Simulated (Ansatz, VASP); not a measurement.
**Two plane-wave programs on Li3H2**

Contents of INCAR:

```
PREC = Accurate
ENCUT = 600
EDIFF = 1E-7
ISMEAR = 0
SIGMA = 0.2
LREAL = F
LASPH = T
NELM = 80
ALGO = Normal
ISIF = 3
LWAVE = F
LCHARG = F
GGA = PE
IBRION = 2
NSW = 36
EDIFFG = -0.08
```

File KPOINTS:

```
Automatic mesh
0
Gamma
  5 5 4
```

The input POSCAR:

```
Li3H2
1.0
    4.1680620500      0.0000000000      0.0000000000
   -2.0840310300      3.6096476200      0.0000000000
    0.0000000000      0.0000000000      3.8788449800
Li H
3 2
Direct
    0.7121885100      0.6731114400      0.0033792100
    0.3268885600      0.0390770700      0.0033792100
    0.9609229300      0.2878114900      0.0033792100
    0.6666666700      0.3333333300      0.9176210400
    0.3333333300      0.6666666700      0.1660946700
```

Input for Ansatz:

```yaml
crystal:
  lattice:
    - [4.16806205, 0.0, 0.0]
    - [-2.08403103, 3.60964762, 0.0]
    - [0.0, 0.0, 3.87884498]
  atoms:
    - { symbol: Li, position: [0.71218851, 0.67311144, 0.00337921] }
    - { symbol: Li, position: [0.32688856, 0.03907707, 0.00337921] }
    - { symbol: Li, position: [0.96092293, 0.28781149, 0.00337921] }
    - { symbol: H, position: [0.66666667, 0.33333333, 0.91762104] }
    - { symbol: H, position: [0.33333333, 0.66666667, 0.16609467] }
basis:
  ecutwfc: 420
kpoints:
  mp_grid: { grid: [5, 5, 4] }
hamiltonian:
  xc: pbe
scf:
  occupations: { method: gaussian, width: 0.2 }
  lower_state_search: "off"
output:
  forces: true
  stress: true
  eigenvalues: true
relax:
  adjacent_minimum: "off"
  f_tol: 0.08
  max_steps: 16
  cell: { stress_tol: 0.8 }
```

Alike in both runs: task relaxation of cell and atoms; functional PBE; k mesh 5 × 5 × 4; occupations gaussian, width 0.2 eV; no spin polarisation.

|  | VASP | Ansatz |
| --- | --- | --- |
| version | VASP 6.6.1 | Ansatz 0.2.0 |
| potentials or method | VASP PAW PBE potentials, release 64 (Li_sv, H), cutoff 600 eV | scalar-relativistic, plane waves, PAW |
| valence electrons in the cell | 11 | 11 |

|  | VASP | Ansatz | Ansatz less VASP |
| --- | --- | --- | --- |
| gap on the k mesh at the Fermi level, each at its own relaxed structure (eV) | none | none | - |
| relaxed volume (Å³/atom) | 10.33 | 10.57 | +0.234 |
| relaxed cell length with the largest relative difference (Å) | 4.845 | 4.887 | +0.0416 |

A gap of «none» marks a metal or a gap that the smearing closes.

The k mesh is coarse, so the values compare programs but aren't converged. Noted on VASP's run: the cutoff is short for stress, so the pressure is rough.
